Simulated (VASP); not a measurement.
# SiO2 (P4_2/mnm) in VASP: notebook, part 2 of 2

VASP 6.6.1.

## (4) Single point, LDA (volume 7.903 Å^3 an atom, c/a of the conventional cell 0.6888)

File INCAR:

```
  ALGO = Normal
  EDIFF = 1E-6
  ENCUT = 520
  ISIF = 2
  ISMEAR = 0
  LASPH = T
  LCHARG = F
  LREAL = F
  LWAVE = F
  NBANDS = 25
  NELM = 100
  PREC = Accurate
  SIGMA = 0.05
```

File KPOINTS:

```
k-points
0
Gamma
  6 6 10
```

File POSCAR:

```
SiO2
1.0
    4.0984222249      0.0000000000      0.0000000000
    0.0000000000      4.0984222249      0.0000000000
    0.0000000000      0.0000000000      2.8229932285
Si O
2 4
Direct
    0.5000000000      0.5000000000      0.5000000000
    0.0000000000      0.0000000000      0.0000000000
    0.6944252994      0.6944252994      0.0000000000
    0.1944252994      0.8055747006      0.5000000000
    0.3055747006      0.3055747006      0.0000000000
    0.8055747006      0.1944252994      0.5000000000
```

Potentials or basis: VASP PAW LDA potentials, release 64 (Si, O).

The run is started by

```console
> cat potpaw_LDA.64/Si/POTCAR potpaw_LDA.64/O/POTCAR > POTCAR
> mpirun -np 1 vasp_std > vasp.out
```

OUTCAR:

```text
EDIFF = 1E-6
   ENCUT = 520
   ISIF = 2
   ISMEAR = 0
   LASPH = T
   LREAL = F
   NELM = 100
   PREC = Accurate

 ion  position               nearest neighbor table
   1  0.500  0.500  0.500-   4 1.77   6 1.77   5 1.81   3 1.81   3 1.81   5 1.81
   2  0.000  0.000  0.000-   3 1.77   5 1.77   4 1.81   6 1.81   4 1.81   6 1.81
   3  0.694  0.694  0.000-   2 1.77   1 1.81   1 1.81
   4  0.194  0.806  0.500-   1 1.77   2 1.81   2 1.81
   5  0.306  0.306  0.000-   2 1.77   1 1.81   1 1.81
   6  0.806  0.194  0.500-   1 1.77   2 1.81   2 1.81

  LATTYP: Found a simple tetragonal cell.
 ALAT       =     4.0984222249
 C/A-ratio  =     0.6888000000

  Lattice vectors:

 A1 = (   4.0984222249,   0.0000000000,   0.0000000000)
 A2 = (   0.0000000000,   4.0984222249,   0.0000000000)
 A3 = (   0.0000000000,   0.0000000000,   2.8229932285)

Analysis of symmetry for initial positions (statically):
=====================================================================
 Subroutine PRICEL returns:
 Original cell was already a primitive cell.

 Routine SETGRP: Setting up the symmetry group for a
 simple tetragonal supercell.

 Subroutine GETGRP returns: Found 16 space group operations
 (whereof  8 operations were pure point group operations)
 out of a pool of 16 trial point group operations.

The static configuration has the point symmetry D_2h.
 The point group associated with its full space group is D_4h.

Analysis of symmetry for dynamics (positions and initial velocities):
=====================================================================
 Subroutine PRICEL returns:
 Original cell was already a primitive cell.

 Routine SETGRP: Setting up the symmetry group for a
 simple tetragonal supercell.

 Subroutine GETGRP returns: Found 16 space group operations
 (whereof  8 operations were pure point group operations)
 out of a pool of 16 trial point group operations.

The dynamic configuration has the point symmetry D_2h.
 The point group associated with its full space group is D_4h.

 Subroutine INISYM returns: Found 16 space group operations
 (whereof  8 operations are pure point group operations),
 and found     1 'primitive' translations

----------------------------------------------------------------------------------------

                                     Primitive cell

  volume of cell :      47.4180

  direct lattice vectors                    reciprocal lattice vectors
     4.098422225  0.000000000  0.000000000     0.243996334  0.000000000  0.000000000
     0.000000000  4.098422225  0.000000000     0.000000000  0.243996334  0.000000000
     0.000000000  0.000000000  2.822993229     0.000000000  0.000000000  0.354233935

  length of vectors
     4.098422225  4.098422225  2.822993229     0.243996334  0.243996334  0.354233935

  position of ions in fractional coordinates (direct lattice)
     0.500000000  0.500000000  0.500000000
     0.000000000  0.000000000  0.000000000
     0.694425299  0.694425299  0.000000000
     0.194425299  0.805574701  0.500000000
     0.305574701  0.305574701  0.000000000
     0.805574701  0.194425299  0.500000000

  ion indices of the primitive-cell ions
   primitive index   ion index
                 1           1
[... 23 lines left out ...]

  Shift w.r.t. Gamma in fractional coordinates (k-lattice)
     0.000000000  0.000000000  0.000000000

 Subroutine IBZKPT returns following result:
 ===========================================

 Found     60 irreducible k-points:

 Following reciprocal coordinates:
            Coordinates               Weight
  0.000000  0.000000  0.000000      1.000000
  0.166667  0.000000  0.000000      4.000000
  0.333333  0.000000  0.000000      4.000000
  0.500000  0.000000  0.000000      2.000000
  0.166667  0.166667  0.000000      4.000000
  0.333333  0.166667  0.000000      8.000000
[... 16 lines left out ...]
  0.333333  0.000000  0.200000      8.000000
  0.500000  0.000000  0.200000      4.000000
 [... further k-points ...]
   k-points           NKPTS =     60   k-points in BZ     NKDIM =     60   number of bands    NBANDS=     25
   number of dos      NEDOS =    301   number of ions     NIONS =      6
   total plane-waves  NPLWV =  21600
   dimension x,y,z NGX =    30 NGY =   30 NGZ =   24
   dimension x,y,z NGXF=    60 NGYF=   60 NGZF=   48
   ions per type =               2   4
   NGX,Y,Z   is equivalent  to a cutoff of  12.17, 12.17, 14.13 a.u.
   NGXF,Y,Z  is equivalent  to a cutoff of  24.34, 24.34, 28.27 a.u.
 SYSTEM =  unknown system
   PREC   = accura    normal or accurate (medium, high low for compatibility)
   ISTART =      0    job   : 0-new  1-cont  2-samecut
   ICHARG =      2    charge: 1-file 2-atom 10-const
   ISPIN  =      1    spin polarized calculation?
   LNONCOLLINEAR =      F non collinear calculations
   LSORBIT =      F    spin-orbit coupling
   LASPH  =      T    aspherical Exc in radial PAW
   ENCUT  =  520.0 eV  38.22 Ry    6.18 a.u.   7.62  7.62  5.25*2*pi/ulx,y,z
   NELM   =    100;   NELMIN=  2; NELMDL= -5     # of ELM steps
   EDIFF  = 0.1E-05   stopping-criterion for ELM
   LREAL  =      F    real-space projection
   EDIFFG = 0.1E-04   stopping-criterion for IOM
   NSW    =      0    number of steps for IOM
   IBRION =     -1    ionic relax: 0-MD 1-quasi-New 2-CG
   NFREE  =      0    steps in history (QN), initial steepest desc. (CG)
   ISIF   =      2    stress and relaxation
   ISYM   =      2    0-nonsym 1-usesym 2-fastsym
   POTIM  = 0.5000    time-step for ionic-motion
   TEBEG  =    0.0;   TEEND  =   0.0 temperature during run
   PSTRESS=    0.0 pullay stress
   NELECT =      32.0000    total number of electrons
   NUPDOWN=      -1.0000    fix difference up-down
   EMIN   =  10.00;   EMAX   =-10.00  energy-range for DOS
   EFERMI =   0.00;   METHOD = LEGACY
   ISMEAR =     0;   SIGMA  =   0.05  broadening in eV -4-tet -1-fermi 0-gaus
   EFERMI_NEDOS =   21; number of points for ismear=-14 and -15
   IALGO  =     38    algorithm
   IMIX   =      4    mixing-type and parameters
     AMIX     =   0.40;   BMIX     =  1.00
     AMIX_MAG =   1.60;   BMIX_MAG =  1.00
  volume/ion in A,a.u.               =       7.90        53.33
  Fermi-wavevector in a.u.,A,eV,Ry     =   1.435965  2.713580 28.055138  2.061994
  Thomas-Fermi vector in A             =   2.555205
   LORBIT       =      0    0 simple, 1 ext, 2 COOP (PROOUT), +10 PAW based schemes
   GGA     = CA    functional components
   LHFCALC =     F    Hartree Fock is set to
   AEXX    =    0.0000 exact exchange contribution
   IVDW    =     0    specifies the selected vdW correction
   LEPSILON=     F    determine dielectric tensor
   LRPA    =     F    only Hartree local field effects (RPA)
 non-spin polarized calculation
 Gauss-broadening in eV      SIGMA  =   0.05
  energy-cutoff  :      520.00
  volume of cell :       47.42
 maximum number of plane-waves:      1291
   NGX = 15   NGY = 15   NGZ = 11

 number of electron      32.0000010 magnetization

 Free energy of the ion-electron system (eV)
  ---------------------------------------------------
  ext. energy  EPLUGINS =         0.00000000
  ---------------------------------------------------
  free energy    TOTEN  =       -51.69755173 eV

  energy without entropy =      -51.69755173  energy(sigma->0) =      -51.69755173

 E-fermi :   8.1713     XC(G=0): -12.6649

 val. band max:        7.8937498723   @ k =   0.0000   0.0000   0.0000
 cond. band min:      12.8565225523   @ k =   0.0000   0.0000   0.0000
 fundamental gap:      4.9627726800
 Fermi energy:         8.1712866664

 k-point     1 :       0.0000    0.0000    0.0000
  band No.  band energies     occupation
      1     -14.2259      2.00000
      2     -10.4228      2.00000
      3     -10.4228      2.00000
      4     -10.0454      2.00000
      5      -2.9052      2.00000
      6       1.7217      2.00000
[... 661 lines left out ...]
     24      19.7536      0.00000
     25      21.6288      0.00000

 [... further k-points ...]
[... 5 lines left out ...]
  --------------------------------------------------------------------------------------
  -------------------------------------------------------------------------------------
  Total       -0.1572609     -0.1572609     -9.3707344      0.0000000      0.0000000      0.0000000
  in kB       -5.3135922     -5.3135922   -316.6219204      0.0000000      0.0000000      0.0000000
  external PRESSURE =    -109.0830349 kB  Pullay stress =       0.0000000 kB

 VOLUME and BASIS-vectors are now :
 -----------------------------------------------------------------------------
  energy-cutoff  :      520.00
  volume of cell :       47.42
      direct lattice vectors                 reciprocal lattice vectors
     4.098422225  0.000000000  0.000000000     0.243996334  0.000000000  0.000000000
     0.000000000  4.098422225  0.000000000     0.000000000  0.243996334  0.000000000
     0.000000000  0.000000000  2.822993229     0.000000000  0.000000000  0.354233935

 POSITION                                       TOTAL-FORCE (eV/Angst)
 -----------------------------------------------------------------------------------
      2.04921      2.04921      1.41150         0.000000     -0.000000     -0.000000
      0.00000      0.00000      0.00000         0.000000     -0.000000     -0.000000
      2.84605      2.84605      0.00000         0.186961      0.186961     -0.000000
      0.79684      3.30159      1.41150         0.186961     -0.186961     -0.000000
      1.25237      1.25237      0.00000        -0.186961     -0.186961      0.000000
      3.30159      0.79684      1.41150        -0.186961      0.186961     -0.000000
 -----------------------------------------------------------------------------------
    total drift:                               -0.000000      0.000000      0.000000

  FREE ENERGIE OF THE ION-ELECTRON SYSTEM (eV)
  ---------------------------------------------------
  free  energy   TOTEN  =       -51.6975517289 eV

  energy  without entropy=      -51.6975517289  energy(sigma->0) =      -51.69755173
```

OSZICAR:

```text
N       E                     dE             d eps       ncg     rms          rms(c)
DAV:   1     0.124953275375E+03    0.12495E+03   -0.17495E+04  3032   0.123E+03
DAV:   2    -0.498841110619E+02   -0.17484E+03   -0.16783E+03  3805   0.277E+02
DAV:   3    -0.565739842840E+02   -0.66899E+01   -0.66635E+01  4019   0.516E+01
DAV:   4    -0.566168023185E+02   -0.42818E-01   -0.42804E-01  3526   0.481E+00
DAV:   5    -0.566171551327E+02   -0.35281E-03   -0.35276E-03  4011   0.414E-01    0.172E+01
DAV:   6    -0.517776844710E+02    0.48395E+01   -0.13607E+01  3716   0.245E+01    0.816E+00
DAV:   7    -0.517365707557E+02    0.41114E-01   -0.66374E-01  3767   0.472E+00    0.290E+00
DAV:   8    -0.517038116221E+02    0.32759E-01   -0.25888E-02  3712   0.136E+00    0.106E+00
DAV:   9    -0.516975387429E+02    0.62729E-02   -0.50606E-03  3798   0.591E-01    0.211E-01
DAV:  10    -0.516975603679E+02   -0.21625E-04   -0.27154E-04  3812   0.116E-01    0.720E-02
DAV:  11    -0.516975519630E+02    0.84049E-05   -0.25880E-05  3826   0.377E-02    0.200E-02
DAV:  12    -0.516975517289E+02    0.23407E-06   -0.14559E-06  2694   0.874E-03
   1 F= -.51697552E+02 E0= -.51697552E+02  d E =-.325979E-17
```

stdout:

```text
POSCAR found type information on POSCAR SiO
 POSCAR found :  2 types and       6 ions
 scaLAPACK will be used
 LDA part: xc-table for (Slater(with rela. corr.)+CA(PZ))
 , standard interpolation
 POSCAR, INCAR and KPOINTS ok, starting setup
 FFT: planning ... GRIDC
 FFT: planning ... GRID_SOFT
 FFT: planning ... GRID
 WAVECAR not read
 entering main loop
```

Run time: 27 s. Hardware: 1 thread of AMD EPYC 9R45 (Zen 5), shared host; peak memory 0.14 GiB.

What came out:

* Free energy: -51.6976 eV
* Pressure: -10.9 GPa
* Largest force: 0.264 eV/Å
* Band gap on the k mesh: 4.96 eV, direct

Forces in eV/Å, atoms in the order of the input:
```
Si   0.000  0.000  0.000
Si   0.000  0.000  0.000
O    0.187  0.187  0.000
O    0.187 -0.187  0.000
O   -0.187 -0.187  0.000
O   -0.187  0.187  0.000
```

## (5) Single point, LDA (volume 7.903 Å^3 an atom, c/a of the conventional cell 0.5955)

File INCAR:

```
PREC = Accurate ; ENCUT = 520
EDIFF = 1E-6 ; ISMEAR = 0
SIGMA = 0.05 ; LREAL = F
LASPH = T ; NELM = 60
ALGO = Normal ; ISIF = 2
LWAVE = F ; LCHARG = T
LELF = T ; LVHAR = T
NBANDS = 25
```

File KPOINTS:

```
regular mesh
0
Gamma
  6 6 10
```

Edit POSCAR of step 4 so:

```diff
@@ -2,5 +2,5 @@
 1.0
-    4.0984222249      0.0000000000      0.0000000000
-    0.0000000000      4.0984222249      0.0000000000
-    0.0000000000      0.0000000000      2.8229932285
+    4.3021659186      0.0000000000      0.0000000000
+    0.0000000000      4.3021659186      0.0000000000
+    0.0000000000      0.0000000000      2.5619398045
 Si O
```

The run is started by

```console
> cat potpaw_LDA.64/Si/POTCAR potpaw_LDA.64/O/POTCAR > POTCAR
> mpirun -np 1 vasp_std > vasp.out
```

Run time: 26 s. Hardware: 1 thread of AMD EPYC 9R45 (Zen 5), shared host; peak memory 0.14 GiB.

It converged, with:

- Free energy: -51.6994 eV
- Pressure: -4.7 GPa
- Largest force: 0.655 eV/Å
- Band gap on the k mesh: 5.42 eV, direct

Forces in eV/Å, atoms in the order of the input:
```
Si   0.000  0.000  0.000
Si   0.000  0.000  0.000
O   -0.463 -0.463  0.000
O   -0.463  0.463  0.000
O    0.463  0.463  0.000
O    0.463 -0.463  0.000
```

Stress tensor (GPa, compression positive):
```
-16.42   0.00   0.00
  0.00 -16.42   0.00
  0.00   0.00  18.61
```

Levels at points of the mesh, in eV from the valence-band top:
| k point | band 14 | band 15 | band 16 | band 17 | band 18 | band 19 |
| --- | --- | --- | --- | --- | --- | --- |
| (0.00, 0.00, 0.00) | -0.95 | -0.95 | 0.00 | 5.42 | 7.56 | 9.08 |
| (0.50, 0.00, 0.00) | -2.29 | -1.13 | -1.13 | 7.85 | 7.85 | 9.66 |
| (0.50, 0.50, 0.00) | -2.51 | -2.44 | -2.44 | 7.67 | 7.67 | 10.46 |
| (0.00, 0.00, 0.50) | -2.81 | -2.62 | -2.62 | 8.52 | 8.52 | 11.77 |
| (0.50, 0.00, 0.50) | -2.35 | -1.71 | -1.71 | 8.24 | 8.24 | 8.93 |
| (0.50, 0.50, 0.50) | -1.86 | -1.50 | -1.50 | 6.57 | 6.57 | 10.43 |

## (6) Overview

```tsv
cell	gap on the mesh (eV)	pressure (GPa)	largest force (eV/Å)
a = 4.199, b = 4.199, c = 2.689 Å, 6 atoms	5.25	-9.0	0.17
a = 4.000, b = 4.000, c = 2.964 Å, 6 atoms	4.69	-10.4	0.62
a = 4.098, b = 4.098, c = 2.823 Å, 6 atoms	4.96	-10.9	0.26
a = 4.302, b = 4.302, c = 2.562 Å, 6 atoms	5.42	-4.7	0.66
```

Alike in all rows: task single point; level LDA; potentials or basis VASP PAW LDA potentials, release 64 (Si, O); no spin polarisation; k mesh 6 × 6 × 10; cutoff (eV) 520; smearing gaussian 0.05 eV.

Total energies depend on the potentials used, so only differences within one code and one set of settings carry meaning.
